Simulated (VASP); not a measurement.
# BaHfO3 in VASP: settings compared, part 2 of 2

VASP 6.6.1. Earlier steps stand in the parts before.

### Step 4. Single point, PBE

This run uses another cell than the first one, of 14.88 Å³/atom, 1.021 times its volume.

Input file INCAR:

```
SYSTEM = BaHfO3
ALGO = Normal
EDIFF = 1E-6
ENCUT = 520
GGA = PE
ISIF = 2
ISMEAR = -1
LASPH = .True.
LCHARG = .False.
LREAL = .False.
LWAVE = .False.
NBANDS = 27
NELM = 80
PREC = Accurate
SIGMA = 0.02
```

Input file KPOINTS:

```
k-points
0
Gamma
  6 6 6
  0 0 0
```

Input file POSCAR:

```
BaHfO3
1.0
    4.2060992674      0.0000000000      0.0000000000
    0.0000000000      4.2060992674      0.0000000000
    0.0000000000      0.0000000000      4.2060663638
Ba Hf O
1 1 3
Direct
    0.5000000000      0.5000000000      0.9979803844
    0.0000000000      0.0000000000      0.4979931170
    0.0000000000      0.5000000000      0.4980209727
    0.5000000000      0.0000000000      0.4980209727
    0.0000000000      0.0000000000      0.9980063433
```

Potentials or basis: VASP PAW PBE potentials, release 64 (Ba_sv, Hf_pv, O).

Run with:

```sh
cat potpaw_PBE.64/Ba_sv/POTCAR potpaw_PBE.64/Hf_pv/POTCAR potpaw_PBE.64/O/POTCAR > POTCAR
mpirun -np 1 vasp_std > vasp.out
```

Wall time 23 s (1 thread of Intel Xeon 6975P-C (Granite Rapids), shared host); peak memory 0.23 GiB.

Results (log left out):

```yaml
Free_energy: -43.5581 eV
Pressure: -0.6 GPa
Band_gap_on_the_k_mesh: 3.54 eV, indirect (least direct gap 3.78 eV)
```

Levels at points of the mesh, in eV from the valence-band top:
| k point | band 16 | band 17 | band 18 | band 19 | band 20 | band 21 | band 22 | band 23 |
| --- | --- | --- | --- | --- | --- | --- | --- | --- |
| (0.00, 0.00, 0.00) | -0.95 | -0.24 | -0.24 | -0.24 | 3.54 | 3.54 | 3.54 | 4.67 |
| (0.50, 0.00, 0.00) | -1.69 | -1.63 | -0.55 | -0.55 | 4.07 | 6.20 | 6.20 | 6.41 |
| (0.00, 0.00, 0.50) | -1.69 | -1.63 | -0.55 | -0.55 | 4.07 | 6.20 | 6.20 | 6.41 |
| (0.50, 0.50, 0.00) | -1.07 | -0.93 | -0.93 | -0.08 | 6.10 | 6.10 | 6.46 | 6.81 |
| (0.00, 0.50, 0.50) | -1.07 | -0.93 | -0.93 | -0.08 | 6.10 | 6.10 | 6.46 | 6.81 |
| (0.50, 0.50, 0.50) | -2.50 | 0.00 | 0.00 | 0.00 | 5.94 | 5.94 | 5.94 | 7.62 |

Caveat: spin-orbit coupling is left out, which moves the levels of the heavy elements. PBE gaps usually lie below the measured ones, often by a third to a half.

### Step 5. Single point, r2SCAN

Input file POSCAR:

```
BaHfO3
1.0
    4.1770517733      0.0000000000      0.0000000000
    0.0000000000      4.1770517733      0.0000000000
    0.0000000000      0.0000000000      4.1770487555
Ba Hf O
1 1 3
Direct
    0.5000000000      0.5000000000      0.9979971618
    0.0000000000      0.0000000000      0.4979944599
    0.0000000000      0.5000000000      0.4980131256
    0.5000000000      0.0000000000      0.4980131256
    0.0000000000      0.0000000000      0.9980039171
```

Input file INCAR.step1:

```
SYSTEM = BaHfO3
PREC = Accurate ; ENCUT = 520
ISMEAR = -1 ; SIGMA = 0.02
LREAL = .FALSE. ; LASPH = .TRUE.
NELM = 60 ; NBANDS = 27
GGA = PE ; ALGO = Normal
EDIFF = 1E-4 ; LWAVE = .TRUE.
LCHARG = .FALSE.
```

Input file INCAR.step2:

```
SYSTEM = BaHfO3
PREC = Accurate ; ENCUT = 520
EDIFF = 1E-7 ; ISMEAR = -1
SIGMA = 0.02 ; LREAL = .FALSE.
LASPH = .TRUE. ; NELM = 60
ALGO = Normal ; ISIF = 2
LWAVE = .FALSE. ; LCHARG = .TRUE.
METAGGA = R2SCAN ; LMIXTAU = .TRUE.
LELF = .TRUE. ; LVHAR = .TRUE.
NBANDS = 27 ; ISTART = 1
```

Input file KPOINTS:

```
Automatic mesh
0
G
  6 6 6
  0 0 0
```

Run with:

```sh
cat potpaw_PBE.64/Ba_sv/POTCAR potpaw_PBE.64/Hf_pv/POTCAR potpaw_PBE.64/O/POTCAR > POTCAR
cp INCAR.step1 INCAR
mpirun -np 1 vasp_std > vasp.out
cp INCAR.step2 INCAR
mpirun -np 1 vasp_std > vasp.out
```

Wall time 84 s (1 thread of Intel Xeon 6975P-C (Granite Rapids), shared host); peak memory 0.24 GiB.

Results (log left out):

```yaml
Free_energy: -108.0086 eV
Pressure: -0.7 GPa
Band_gap_on_the_k_mesh: 4.11 eV, indirect (least direct gap 4.35 eV)
```

Levels at points of the mesh, in eV from the valence-band top:
```
           k point  band 17  band 18  band 19  band 20  band 21  band 22
(0.00, 0.00, 0.00)    -0.24    -0.24    -0.24     4.11     4.11     4.11
(0.50, 0.00, 0.00)    -1.68    -0.57    -0.57     4.66     6.87     6.87
(0.00, 0.00, 0.50)    -1.68    -0.57    -0.57     4.66     6.87     6.87
(0.50, 0.50, 0.00)    -0.94    -0.94    -0.08     6.78     6.78     7.24
(0.00, 0.50, 0.50)    -0.94    -0.94    -0.08     6.77     6.78     7.24
(0.50, 0.50, 0.50)     0.00     0.00     0.00     6.67     6.67     6.67
```

Caveat: the PAW data sets were made with another functional, which shifts forces and pressure a little; spin-orbit coupling is left out, which moves the levels of the heavy elements. r2SCAN opens gaps a little over a GGA but as a rule still falls short of measured ones.

### Step 6. Single point, r2SCAN

POSCAR is that of step 5.

Input file INCAR.step1:

```
SYSTEM = BaHfO3
PREC = Accurate
ENCUT = 520
ISMEAR = 0
SIGMA = 0.01
LREAL = .False.
LASPH = .True.
NELM = 100
NBANDS = 27
GGA = PE
ALGO = Normal
EDIFF = 1E-4
LWAVE = .True.
LCHARG = .False.
```

Input file INCAR.step2:

```
SYSTEM = BaHfO3
PREC = Accurate
ENCUT = 520
EDIFF = 1E-6
ISMEAR = 0
SIGMA = 0.01
LREAL = .False.
LASPH = .True.
NELM = 100
ALGO = Normal
ISIF = 2
LWAVE = .False.
LCHARG = .False.
METAGGA = R2SCAN
LMIXTAU = .True.
NBANDS = 27
ISTART = 1
```

Input file KPOINTS:

```
regular mesh
0
Gamma
  6 6 6
  0 0 0
```

Potentials or basis: VASP PAW PBE potentials, release 64 (Ba_sv, Hf_pv, O).

Run with:

```sh
cat potpaw_PBE.64/Ba_sv/POTCAR potpaw_PBE.64/Hf_pv/POTCAR potpaw_PBE.64/O/POTCAR > POTCAR
cp INCAR.step1 INCAR
mpirun -np 1 vasp_std > vasp.out
cp INCAR.step2 INCAR
mpirun -np 1 vasp_std > vasp.out
```

It took 80 s on 1 thread of Intel Xeon 6975P-C (Granite Rapids), shared host; peak memory 0.24 GiB.

Results (log left out):

* Free energy: -108.0086 eV
* Pressure: -0.7 GPa
* Band gap on the k mesh: 4.11 eV, indirect (least direct gap 4.35 eV)

Levels at points of the mesh, in eV from the valence-band top:
```
           k point  band 16  band 17  band 18  band 19  band 20  band 21  band 22  band 23
(0.00, 0.00, 0.00)    -1.00    -0.24    -0.24    -0.24     4.11     4.11     4.11     5.22
(0.50, 0.00, 0.00)    -1.72    -1.68    -0.57    -0.57     4.66     6.87     6.87     7.03
(0.00, 0.00, 0.50)    -1.72    -1.68    -0.57    -0.57     4.66     6.87     6.87     7.03
(0.50, 0.50, 0.00)    -1.10    -0.94    -0.94    -0.08     6.78     6.78     7.24     7.45
(0.00, 0.50, 0.50)    -1.10    -0.94    -0.94    -0.08     6.78     6.78     7.24     7.45
(0.50, 0.50, 0.50)    -2.53     0.00     0.00     0.00     6.67     6.67     6.67     8.36
```

Caveat: the PAW data sets were made with another functional, which shifts forces and pressure a little; spin-orbit coupling is left out, which moves the levels of the heavy elements. r2SCAN opens gaps a little over a GGA but as a rule still falls short of measured ones.

### Step 7. Overview

| level | potentials or basis | cell | smearing | gap on the mesh (eV) | pressure (GPa) |
| --- | --- | --- | --- | --- | --- |
| PBE | VASP PAW PBE potentials, release 64 (Ba_sv, Hf_pv, O) | a = 4.177 Å, 5 atoms | fermi-dirac 0.02 eV | 3.58 | 2.9 |
| LDA | VASP PAW LDA potentials, release 64 (Ba_sv, Hf_pv, O) | a = 4.177 Å, 5 atoms | gaussian 0.01 eV | 3.40 | -6.8 |
| PBE | VASP PAW PBE potentials, release 64 (Ba_sv, Hf_pv, O) | a = 4.206 Å, 5 atoms | fermi-dirac 0.02 eV | 3.54 | -0.6 |
| r2SCAN | VASP PAW PBE potentials, release 64 (Ba_sv, Hf_pv, O) | a = 4.177 Å, 5 atoms | fermi-dirac 0.02 eV | 4.11 | -0.7 |
| r2SCAN | VASP PAW PBE potentials, release 64 (Ba_sv, Hf_pv, O) | a = 4.177 Å, 5 atoms | gaussian 0.01 eV | 4.11 | -0.7 |

Alike in all rows: task single point; no spin polarisation; k mesh 6 × 6 × 6; cutoff (eV) 520.

Caveats: spin-orbit coupling is left out, which moves the levels of the heavy elements; the PAW data sets were made with another functional, which shifts forces and pressure a little (some runs).

Total energies depend on the potentials used, so only differences within one code and one set of settings carry meaning.
